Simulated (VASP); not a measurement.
# K2Pt (Fmmm) in VASP: a series of runs

Runs on K2Pt. Level: LDA. Tasks: single point.

Program: VASP 6.6.1. These are calculated values, not measurements. Logs are shortened: lines on timing, memory, paths and dates and some standing lists are left out, and cuts for length are marked.

## (1) The cell of the first run

It takes space group Fmmm (No. 69, orthorhombic). Conventional cell: a = 7.506 Å, b = 7.563 Å, c = 7.620 Å, α = 90.00°, β = 90.00°, γ = 90.00°. K (site symmetry 222) has 4 Pt at 3.27 Å and 6 K at 3.75 to 3.81 Å within 4.3 Å. Pt (site symmetry mmm) has 8 K at 3.27 Å within 4.3 Å.

## (2) Single point, LDA (strain +0.0075 x Voigt [1, -1, 0, 0, 0, 0])

INCAR reads:

```
PREC     = Accurate       # precision mode
ENCUT    = 520            # plane-wave cutoff, eV
EDIFF    = 1E-7           # SCF threshold, eV
ISMEAR   = 0              # smearing method
SIGMA    = 0.05           # smearing width, eV
LREAL    = F              # projectors in reciprocal space
LASPH    = T              # aspherical terms in the spheres
NELM     = 80             # most SCF steps
ALGO     = Normal         # electronic algorithm
ISIF     = 2              # what is computed and relaxed
LWAVE    = F              # write WAVECAR
LCHARG   = T              # write CHGCAR
LELF     = T              # ELF
LVHAR    = T            
NBANDS   = 21             # bands
```

KPOINTS reads:

```
Automatic mesh
0
Gamma
  6 6 6
```

POSCAR reads:

```
K2Pt
1.0
    0.0000000000      3.7531021664      3.7814631400
    3.8098241136      0.0000000000      3.7814631400
    3.8098241136      3.7531021664      0.0000000000
K Pt
2 1
Direct
    0.7500000000      0.7500000000      0.7500000000
    0.2500000000      0.2500000000      0.2500000000
    0.0000000000      0.0000000000      0.0000000000
```

Potentials or basis: VASP PAW LDA potentials, release 64 (K_sv, Pt).

The run is started by

```
> cat potpaw_LDA.64/K_sv/POTCAR potpaw_LDA.64/Pt/POTCAR > POTCAR
> mpirun -np 1 vasp_std > vasp.out
```

OUTCAR:

```text
PREC = Accurate
   ENCUT = 520
   EDIFF = 1E-7
   ISMEAR = 0
   LREAL = F
   LASPH = T
   NELM = 80
   ISIF = 2

 ion  position               nearest neighbor table
   1  0.750  0.750  0.750-   3 3.27   3 3.27   3 3.27   3 3.27   2 3.75   2 3.75   2 3.78   2 3.78
                             2 3.81   2 3.81
   2  0.250  0.250  0.250-   3 3.27   3 3.27   3 3.27   3 3.27   1 3.75   1 3.75   1 3.78   1 3.78
                             1 3.81   1 3.81
   3  0.000  0.000  0.000-   1 3.27   2 3.27   1 3.27   1 3.27   1 3.27   2 3.27   2 3.27   2 3.27

  LATTYP: Found a face centered orthorhombic cell.
 ALAT       =     7.5062043328
 B/A-ratio  =     1.0075566751
 C/A-ratio  =     1.0151133502

  Lattice vectors:

 A1 = (  -3.8098241136,   0.0000000000,  -3.7814631400)
 A2 = (  -3.8098241136,   3.7531021664,   0.0000000000)
 A3 = (   0.0000000000,   3.7531021664,  -3.7814631400)

Analysis of symmetry for initial positions (statically):
=====================================================================
 Subroutine PRICEL returns:
 Original cell was already a primitive cell.

 Routine SETGRP: Setting up the symmetry group for a
 face centered orthorhombic supercell.

 Subroutine GETGRP returns: Found  8 space group operations
 (whereof  8 operations were pure point group operations)
 out of a pool of  8 trial point group operations.

The static configuration has the point symmetry D_2h.

Analysis of symmetry for dynamics (positions and initial velocities):
=====================================================================
 Subroutine PRICEL returns:
 Original cell was already a primitive cell.

 Routine SETGRP: Setting up the symmetry group for a
 face centered orthorhombic supercell.

 Subroutine GETGRP returns: Found  8 space group operations
 (whereof  8 operations were pure point group operations)
 out of a pool of  8 trial point group operations.

The dynamic configuration has the point symmetry D_2h.

 Subroutine INISYM returns: Found  8 space group operations
 (whereof  8 operations are pure point group operations),
 and found     1 'primitive' translations

----------------------------------------------------------------------------------------

                                     Primitive cell

  volume of cell :     108.1397

  direct lattice vectors                    reciprocal lattice vectors
     0.000000000  3.753102166  3.781463140    -0.131239654  0.133223125  0.132223952
     3.809824114  0.000000000  3.781463140     0.131239654 -0.133223125  0.132223952
[... 82 lines left out ...]
   LNONCOLLINEAR =      F non collinear calculations
   LSORBIT =      F    spin-orbit coupling
   LASPH  =      T    aspherical Exc in radial PAW
   ENCUT  =  520.0 eV  38.22 Ry    6.18 a.u.   9.91  9.98  9.94*2*pi/ulx,y,z
   NELM   =     80;   NELMIN=  2; NELMDL= -5     # of ELM steps
   EDIFF  = 0.1E-06   stopping-criterion for ELM
   LREAL  =      F    real-space projection
   EDIFFG = 0.1E-05   stopping-criterion for IOM
   NSW    =      0    number of steps for IOM
   IBRION =     -1    ionic relax: 0-MD 1-quasi-New 2-CG
   NFREE  =      0    steps in history (QN), initial steepest desc. (CG)
   ISIF   =      2    stress and relaxation
   ISYM   =      2    0-nonsym 1-usesym 2-fastsym
   POTIM  = 0.5000    time-step for ionic-motion
   TEBEG  =    0.0;   TEEND  =   0.0 temperature during run
   PSTRESS=    0.0 pullay stress
   NELECT =      28.0000    total number of electrons
   NUPDOWN=      -1.0000    fix difference up-down
   EMIN   =  10.00;   EMAX   =-10.00  energy-range for DOS
   EFERMI =   0.00;   METHOD = LEGACY
   ISMEAR =     0;   SIGMA  =   0.05  broadening in eV -4-tet -1-fermi 0-gaus
   EFERMI_NEDOS =   21; number of points for ismear=-14 and -15
   IALGO  =     38    algorithm
   IMIX   =      4    mixing-type and parameters
     AMIX     =   0.40;   BMIX     =  1.00
     AMIX_MAG =   1.60;   BMIX_MAG =  1.00
  volume/ion in A,a.u.               =      36.05       243.25
  Fermi-wavevector in a.u.,A,eV,Ry     =   1.043436  1.971808 14.813459  1.088759
  Thomas-Fermi vector in A             =   2.178145
   LORBIT       =      0    0 simple, 1 ext, 2 COOP (PROOUT), +10 PAW based schemes
   GGA     = CA    functional components
   LHFCALC =     F    Hartree Fock is set to
   AEXX    =    0.0000 exact exchange contribution
   IVDW    =     0    specifies the selected vdW correction
   LEPSILON=     F    determine dielectric tensor
   LRPA    =     F    only Hartree local field effects (RPA)
 non-spin polarized calculation
 Gauss-broadening in eV      SIGMA  =   0.05
  energy-cutoff  :      520.00
  volume of cell :      108.14
 maximum number of plane-waves:      2930
   NGX = 19   NGY = 19   NGZ = 19

 number of electron      28.0000005 magnetization

 Free energy of the ion-electron system (eV)
  ---------------------------------------------------
  ext. energy  EPLUGINS =         0.00000000
  ---------------------------------------------------
  free energy    TOTEN  =        -9.45303712 eV

  energy without entropy =       -9.45303712  energy(sigma->0) =       -9.45303712

 E-fermi :   0.2747     XC(G=0):  -8.0260

 val. band max:        0.0675630224   @ k =   0.0000   0.5000   0.5000
 cond. band min:       1.3810335425   @ k =   0.5000   0.0000   0.0000
 fundamental gap:      1.3134705201
 Fermi energy:         0.2747334805

 k-point     1 :       0.0000    0.0000    0.0000
  band No.  band energies     occupation
      1     -29.2676      2.00000
      2     -29.1969      2.00000
      3     -13.1288      2.00000
      4     -13.1127      2.00000
      5     -13.0974      2.00000
      6     -12.8857      2.00000
[... 565 lines left out ...]
     20       6.6126      0.00000
     21       6.9077      0.00000

 [... further k-points ...]
[... 5 lines left out ...]
  --------------------------------------------------------------------------------------
  -------------------------------------------------------------------------------------
  Total       -1.3262841     -1.1085950     -1.2163357      0.0000000     -0.0000000      0.0000000
  in kB      -19.6499729    -16.4247336    -18.0209992      0.0000000     -0.0000000      0.0000000
  external PRESSURE =     -18.0319019 kB  Pullay stress =       0.0000000 kB

 VOLUME and BASIS-vectors are now :
 -----------------------------------------------------------------------------
  energy-cutoff  :      520.00
  volume of cell :      108.14
      direct lattice vectors                 reciprocal lattice vectors
     0.000000000  3.753102166  3.781463140    -0.131239654  0.133223125  0.132223952
     3.809824114  0.000000000  3.781463140     0.131239654 -0.133223125  0.132223952
     3.809824114  3.753102166  0.000000000     0.131239654  0.133223125 -0.132223952

 POSITION                                       TOTAL-FORCE (eV/Angst)
 -----------------------------------------------------------------------------------
      5.71474      5.62965      5.67219        -0.000000      0.000000     -0.000000
      1.90491      1.87655      1.89073         0.000000     -0.000000      0.000000
      0.00000      0.00000      0.00000         0.000000     -0.000000      0.000000
 -----------------------------------------------------------------------------------
    total drift:                               -0.000000     -0.000000      0.000000

  FREE ENERGIE OF THE ION-ELECTRON SYSTEM (eV)
  ---------------------------------------------------
  free  energy   TOTEN  =        -9.4530371162 eV

  energy  without entropy=       -9.4530371162  energy(sigma->0) =       -9.45303712
```

Run time: 2.1 min. Hardware: 1 thread of AMD EPYC 7R13, shared host; peak memory 0.23 GiB.

Results:

```
Free energy            : -9.4530 eV
Pressure               : -1.8 GPa
Band gap on the k mesh : 1.31 eV (least direct gap 1.39 eV)
```

Caveat: the cell differs from its parent crystal (strain +0.0075 x Voigt [1, -1, 0, 0, 0, 0]); spin-orbit coupling is left out, which moves the levels of the heavy elements.

## (3) Single point, LDA (strain +0.0025 x Voigt [1, -1, 0, 0, 0, 0])

INCAR, as its differences from that of step 2:

```diff
@@ -7,3 +7,3 @@
 LASPH    = T              # aspherical terms in the spheres
-NELM     = 80             # most SCF steps
+NELM     = 60             # most SCF steps
 ALGO     = Normal         # electronic algorithm
@@ -12,2 +12,3 @@
 LCHARG   = T              # write CHGCAR
+GGA      = CA             # functional
 LELF     = T              # ELF
```

KPOINTS is that of step 2.

POSCAR reads:

```
K2Pt
1.0
    0.0000000000      3.7720094822      3.7814631400
    3.7909167978      0.0000000000      3.7814631400
    3.7909167978      3.7720094822      0.0000000000
K Pt
2 1
Direct
    0.7500000000      0.7500000000      0.7500000000
    0.2500000000      0.2500000000      0.2500000000
    0.0000000000      0.0000000000      0.0000000000
```

Potentials or basis: VASP PAW LDA potentials, release 64 (K_sv, Pt).

The run is started by

```
> cat potpaw_LDA.64/K_sv/POTCAR potpaw_LDA.64/Pt/POTCAR > POTCAR
> mpirun -np 1 vasp_std > vasp.out
```

It took 2.1 min on 1 thread of AMD EPYC 7R13, shared host; peak memory 0.23 GiB.

The run converged. Its results:

```yaml
Free_energy: -9.4537 eV
Pressure: -1.8 GPa
Band_gap_on_the_k_mesh: 1.32 eV (least direct gap 1.39 eV)
```

Stress tensor (GPa, compression positive):
```
-1.86  0.00  0.00
 0.00 -1.75  0.00
 0.00  0.00 -1.80
```

Levels at points of the mesh, in eV from the valence-band top:
```tsv
k point	band 10	band 11	band 12	band 13	band 14	band 15	band 16	band 17	band 18	band 19
(0.00, 0.00, 0.00)	-0.21	-0.20	-0.07	-0.07	-0.07	3.47	3.48	3.49	5.55	5.81
(0.50, 0.00, 0.00)	-0.16	-0.15	-0.15	-0.08	-0.07	1.32	4.12	4.14	6.01	6.03
(0.50, 0.50, 0.00)	-0.35	-0.35	-0.06	-0.06	0.00	1.51	3.74	4.14	4.15	5.69
(0.50, 0.00, 0.50)	-0.35	-0.34	-0.06	-0.06	0.00	1.52	3.74	4.13	4.13	5.70
(0.00, 0.50, 0.50)	-0.35	-0.35	-0.07	-0.06	0.00	1.50	3.74	4.16	4.16	5.68
```

Caveat: the cell differs from its parent crystal (strain +0.0025 x Voigt [1, -1, 0, 0, 0, 0]); spin-orbit coupling is left out, which moves the levels of the heavy elements.
